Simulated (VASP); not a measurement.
# Ga (R-3m) in VASP: further runs

The runs below take Ga through electric field gradients, with r2SCAN+D3(BJ), r2SCAN.

Program: VASP 6.6.1. These are calculated values, not measurements. Logs are shortened: lines on timing, memory, paths and dates and some standing lists are left out, and cuts for length are marked.

### Step 1. The cell of the first run

It takes space group R-3m (No. 166, trigonal). The conventional cell has a = 4.065 Å, b = 4.065 Å, c = 9.957 Å, α = 90.00°, β = 90.00°, γ = 120.00°. Within 3.2 Å of Ga (site symmetry 3m) lie 4 Ga at 2.42 to 2.74 Å.

### Step 2. Electric field gradients, r2SCAN+D3(BJ)

POSCAR

```
Ga
1.0
    0.0000000000      2.8744485395      2.8744485395
    2.8744485395      0.0000000000      2.8744485395
    2.8744485395      2.8744485395      0.0000000000
Ga
2
Direct
   -0.0875000000     -0.1375000000     -0.1375000000
    0.0875000000      0.1375000000      0.1375000000
```

INCAR.step1

```
SYSTEM = Ga
  PREC = Accurate
  ENCUT = 520
  ISMEAR = -1
  SIGMA = 0.05
  LREAL = .FALSE.
  LASPH = .TRUE.
  NELM = 80
  NBANDS = 20
  GGA = PE
  ALGO = Normal
  EDIFF = 1E-4
  LWAVE = .TRUE.
  LCHARG = .FALSE.
```

INCAR.step2

```
SYSTEM = Ga
  PREC = Accurate
  ENCUT = 520
  EDIFF = 1E-8
  ISMEAR = -1
  SIGMA = 0.05
  LREAL = .FALSE.
  LASPH = .TRUE.
  NELM = 80
  ALGO = Normal
  ISIF = 2
  LWAVE = .FALSE.
  LCHARG = .FALSE.
  METAGGA = R2SCAN
  LMIXTAU = .TRUE.
  IVDW = 12
  VDW_S6 = 1.0
  VDW_S8 = 0.78981345
  VDW_A1 = 0.49484001
  VDW_A2 = 5.73083694
  LEFG = .TRUE.
  NBANDS = 20
  ISTART = 1
```

KPOINTS

```
regular mesh
0
G
  9 9 9
  0 0 0
```

Potentials or basis: VASP PAW PBE potentials, release 64 (Ga_d).

Run with:

```
$ cat potpaw_PBE.64/Ga_d/POTCAR > POTCAR
$ cp INCAR.step1 INCAR
$ mpirun -np 1 vasp_std > vasp.out
$ cp INCAR.step2 INCAR
$ mpirun -np 1 vasp_std > vasp.out
```

OUTCAR:

```text
SYSTEM = Ga
   PREC = Accurate
   ENCUT = 520
   EDIFF = 1E-8
   ISMEAR = -1
   LREAL = .FALSE.
   LASPH = .TRUE.
   NELM = 80
   ISIF = 2
   METAGGA = R2SCAN
   IVDW = 12
   ISTART = 1
 IVDW          = 12

 ion  position               nearest neighbor table
   1  0.913  0.862  0.862-   2 2.42   2 2.42   2 2.42   2 2.74
   2  0.087  0.138  0.138-   1 2.42   1 2.42   1 2.42   1 2.74

  LATTYP: Found a face centered cubic cell.
 ALAT       =     5.7488970790

  Lattice vectors:

 A1 = (   0.0000000000,   2.8744485395,   2.8744485395)
 A2 = (   2.8744485395,   0.0000000000,   2.8744485395)
 A3 = (   2.8744485395,   2.8744485395,   0.0000000000)

Analysis of symmetry for initial positions (statically):
=====================================================================
 Subroutine PRICEL returns:
 Original cell was already a primitive cell.

 Routine SETGRP: Setting up the symmetry group for a
 face centered cubic supercell.

 Subroutine GETGRP returns: Found 12 space group operations
 (whereof  4 operations were pure point group operations)
 out of a pool of 48 trial point group operations.

The static configuration has the point symmetry C_2h.
 The point group associated with its full space group is D_3d.

Analysis of symmetry for dynamics (positions and initial velocities):
=====================================================================
 Subroutine PRICEL returns:
 Original cell was already a primitive cell.

 Routine SETGRP: Setting up the symmetry group for a
 face centered cubic supercell.

 Subroutine GETGRP returns: Found 12 space group operations
 (whereof  4 operations were pure point group operations)
 out of a pool of 48 trial point group operations.

The dynamic configuration has the point symmetry C_2h.
 The point group associated with its full space group is D_3d.

 Subroutine INISYM returns: Found 12 space group operations
 (whereof  4 operations are pure point group operations),
 and found     1 'primitive' translations

----------------------------------------------------------------------------------------

                                     Primitive cell

  volume of cell :      47.5000

  direct lattice vectors                    reciprocal lattice vectors
     0.000000000  2.874448539  2.874448539    -0.173946409  0.173946409  0.173946409
     2.874448539  0.000000000  2.874448539     0.173946409 -0.173946409  0.173946409
     2.874448539  2.874448539  0.000000000     0.173946409  0.173946409 -0.173946409

  length of vectors
     4.065084109  4.065084109  4.065084109     0.301284017  0.301284017  0.301284017

  position of ions in fractional coordinates (direct lattice)
     0.912500000  0.862500000  0.862500000
     0.087500000  0.137500000  0.137500000

  ion indices of the primitive-cell ions
   primitive index   ion index
                 1           1
                 2           2

----------------------------------------------------------------------------------------

 KPOINTS: regular mesh

Automatic generation of k-mesh.
 Grid dimensions read from file:
 generate k-points for:    9    9    9

 Generating k-lattice:

  Cartesian coordinates                     Fractional coordinates (reciprocal lattice)
    -0.019327379  0.019327379  0.019327379     0.111111111  0.000000000  0.000000000
     0.019327379 -0.019327379  0.019327379     0.000000000  0.111111111  0.000000000
     0.019327379  0.019327379 -0.019327379     0.000000000  0.000000000  0.111111111

  Length of vectors
     0.033476002  0.033476002  0.033476002

  Shift w.r.t. Gamma in fractional coordinates (k-lattice)
     0.000000000  0.000000000  0.000000000

 Subroutine IBZKPT returns following result:
 ===========================================

 Found     85 irreducible k-points:

 Following reciprocal coordinates:
            Coordinates               Weight
  0.000000  0.000000  0.000000      1.000000
  0.111111  0.000000  0.000000      2.000000
  0.000000  0.111111  0.000000      6.000000
  0.222222  0.000000  0.000000      2.000000
  0.000000  0.222222  0.000000      6.000000
  0.333333  0.000000  0.000000      2.000000
[... 16 lines left out ...]
 -0.333333  0.111111  0.000000      6.000000
  0.000000 -0.333333  0.111111     12.000000
 [... further k-points ...]
   k-points           NKPTS =     85   k-points in BZ     NKDIM =     85   number of bands    NBANDS=     20
   number of dos      NEDOS =    301   number of ions     NIONS =      2
   total plane-waves  NPLWV =  27000
   dimension x,y,z NGX =    30 NGY =   30 NGZ =   30
   dimension x,y,z NGXF=    60 NGYF=   60 NGZF=   60
   ions per type =               2
   NGX,Y,Z   is equivalent  to a cutoff of  12.27, 12.27, 12.27 a.u.
   NGXF,Y,Z  is equivalent  to a cutoff of  24.54, 24.54, 24.54 a.u.
 SYSTEM =  Ga
   PREC   = accura    normal or accurate (medium, high low for compatibility)
   ISTART =      1    job   : 0-new  1-cont  2-samecut
   ICHARG =      0    charge: 1-file 2-atom 10-const
   ISPIN  =      1    spin polarized calculation?
   LNONCOLLINEAR =      F non collinear calculations
   LSORBIT =      F    spin-orbit coupling
   LASPH  =      T    aspherical Exc in radial PAW
   ENCUT  =  520.0 eV  38.22 Ry    6.18 a.u.   7.56  7.56  7.56*2*pi/ulx,y,z
   NELM   =     80;   NELMIN=  2; NELMDL=  0     # of ELM steps
   EDIFF  = 0.1E-07   stopping-criterion for ELM
   LREAL  =      F    real-space projection
   EDIFFG = 0.1E-06   stopping-criterion for IOM
   NSW    =      0    number of steps for IOM
   IBRION =     -1    ionic relax: 0-MD 1-quasi-New 2-CG
   NFREE  =      0    steps in history (QN), initial steepest desc. (CG)
   ISIF   =      2    stress and relaxation
   ISYM   =      2    0-nonsym 1-usesym 2-fastsym
   POTIM  = 0.5000    time-step for ionic-motion
   TEBEG  =    0.0;   TEEND  =   0.0 temperature during run
   PSTRESS=    0.0 pullay stress
   NELECT =      26.0000    total number of electrons
   NUPDOWN=      -1.0000    fix difference up-down
   EMIN   =  10.00;   EMAX   =-10.00  energy-range for DOS
   EFERMI =   0.00;   METHOD = LEGACY
   ISMEAR =    -1;   SIGMA  =   0.05  broadening in eV -4-tet -1-fermi 0-gaus
   EFERMI_NEDOS =   21; number of points for ismear=-14 and -15
   IALGO  =     38    algorithm
   IMIX   =      4    mixing-type and parameters
     AMIX     =   0.40;   BMIX     =  1.00
     AMIX_MAG =   1.60;   BMIX_MAG =  1.00
  volume/ion in A,a.u.               =      23.75       160.27
  Fermi-wavevector in a.u.,A,eV,Ry     =   1.339167  2.530659 24.400257  1.793368
  Thomas-Fermi vector in A             =   2.467580
   LORBIT       =      0    0 simple, 1 ext, 2 COOP (PROOUT), +10 PAW based schemes
   METAGGA = R2SCAN    functional components
   LHFCALC =     F    Hartree Fock is set to
   AEXX    =    0.0000 exact exchange contribution
   IVDW    =    12    specifies the selected vdW correction
   LEPSILON=     F    determine dielectric tensor
   LRPA    =     F    only Hartree local field effects (RPA)
 non-spin polarized calculation
  energy-cutoff  :      520.00
  volume of cell :       47.50
 maximum number of plane-waves:      1299
   NGX = 15   NGY = 15   NGZ = 15

 number of electron      26.0000002 magnetization

 Free energy of the ion-electron system (eV)
  ---------------------------------------------------
  ext. energy  EPLUGINS =         0.00000000
  ---------------------------------------------------
  free energy    TOTEN  =       -22.17089243 eV

  energy without entropy =      -22.15764821  energy(sigma->0) =      -22.16427032

 E-fermi :   2.8500     XC(G=0): -10.4444

 val. band max:        2.8495377882   @ k =   0.3333   0.2222   0.1111
 cond. band min:       2.8568001458   @ k =   0.2222   0.1111   0.0000
 fundamental gap:      0.0072623576
 Fermi energy:         2.8500473764

 k-point     1 :       0.0000    0.0000    0.0000
  band No.  band energies     occupation
      1     -12.4521      2.00000
      2     -12.4521      2.00000
      3     -12.4509      2.00000
      4     -12.4013      2.00000
      5     -12.4013      2.00000
      6     -12.0397      2.00000
[... 12 lines left out ...]
     19      11.5371      0.00000
     20      14.7302      0.00000
[... 507 lines left out ...]
 k-point    24 :       0.0000   -0.3333    0.1111
  band No.  band energies     occupation
      1     -12.5608      2.00000
      2     -12.4869      2.00000
      3     -12.4777      2.00000
      4     -12.3472      2.00000
      5     -12.2745      2.00000
      6     -12.1334      2.00000
[... 12 lines left out ...]
     19      13.6911      0.00000
     20      13.8172      0.00000

 [... further k-points ...]

------------------------ aborting loop because EDIFF is reached ----------------------------------------

 Edisp (eV)   -0.22795

 E8    (eV) :    -0.0851

  FORCE on cell =-STRESS in cart. coord.  units (eV):
  Direction    XX          YY          ZZ          XY          YZ          ZX
  --------------------------------------------------------------------------------------
  -------------------------------------------------------------------------------------
  Total       0.26687     0.26687     0.26687     0.93370    -0.93370     0.93370
  in kB       9.00159     9.00159     9.00159    31.49372   -31.49372    31.49372
  external pressure =        9.00 kB  Pullay stress =        0.00 kB

 VOLUME and BASIS-vectors are now :
 -----------------------------------------------------------------------------
  energy-cutoff  :      520.00
  volume of cell :       47.50
      direct lattice vectors                 reciprocal lattice vectors
     0.000000000  2.874448539  2.874448539    -0.173946409  0.173946409  0.173946409
     2.874448539  0.000000000  2.874448539     0.173946409 -0.173946409  0.173946409
     2.874448539  2.874448539  0.000000000     0.173946409  0.173946409 -0.173946409

 POSITION                                       TOTAL-FORCE (eV/Angst)
 -----------------------------------------------------------------------------------
      4.95842      5.10215      5.10215         0.280221     -0.280221     -0.280221
      0.79047      0.64675      0.64675        -0.280221      0.280221      0.280221
 -----------------------------------------------------------------------------------
    total drift:                               -0.000000     -0.000000     -0.000000

  FREE ENERGIE OF THE ION-ELECTRON SYSTEM (eV)
  ---------------------------------------------------
  free  energy   TOTEN  =       -22.3988466454 eV

  energy  without entropy=      -22.3856024255  energy(sigma->0) =      -22.39222454

 Electric field gradients (V/A^2)
---------------------------------------------------------------------
 ion       V_xx      V_yy      V_zz      V_xy      V_xz      V_yz
---------------------------------------------------------------------
   1       0.000    -0.000    -0.000   -35.873   -35.873    35.876
   2       0.000    -0.000    -0.000   -35.873   -35.873    35.876
---------------------------------------------------------------------

 Electric field gradients after diagonalization (V/A^2)
 (convention: |V_zz| > |V_xx| > |V_yy|)
----------------------------------------------------------------------
 ion       V_xx      V_yy      V_zz     asymmetry (V_yy - V_xx)/ V_zz
----------------------------------------------------------------------
   1     -35.876   -35.872    71.747       0.000
   2     -35.876   -35.872    71.747       0.000
----------------------------------------------------------------------

           NMR quadrupolar parameters

 Cq : quadrupolar parameter    Cq=e*Q*V_zz/h
 eta: asymmetry parameters     (V_yy - V_xx)/ V_zz
 Q  : nuclear electric quadrupole moment in mb (millibarn)
----------------------------------------------------------------------
 ion       Cq(MHz)       eta       Q (mb)
----------------------------------------------------------------------
   1       0.173       0.000       1.000
   2       0.173       0.000       1.000
----------------------------------------------------------------------
```

Run time: 4.9 min. Hardware: 1 thread of AMD EPYC 7R13 (Zen 3), shared host; peak memory 0.18 GiB.

What came out:

* Free energy: -22.3988 eV
* Pressure: 0.9 GPa
* Largest force: 0.485 eV/Å
* Band gap on the k mesh: zero (band 13 reaches 5.41 eV, above the bottom of band 14 at 1.55 eV)
* Dispersion energy per atom: -0.114 eV

Forces in eV/Å, atoms in the order of the input:
```
Ga   0.280 -0.280 -0.280
Ga  -0.280  0.280  0.280
```

Stress tensor (GPa, compression positive):
```
 0.90  3.15  3.15
 3.15  0.90 -3.15
 3.15 -3.15  0.90
```

Electric field gradients, principal values (V/Å²):
```csv
atom,least,middle,greatest (by size)
1 Ga,-35.872,-35.876,71.747
2 Ga,-35.872,-35.876,71.747
```

Caveat: without QUAD_EFG the Cq values of the log hold for a quadrupole moment of 1 mb, not for the nuclei; the PAW data sets were made with another functional, which shifts forces and pressure a little; pairwise dispersion overbinds metals, which lowers pressure and volume.

(Continued in part 2 of 2.)
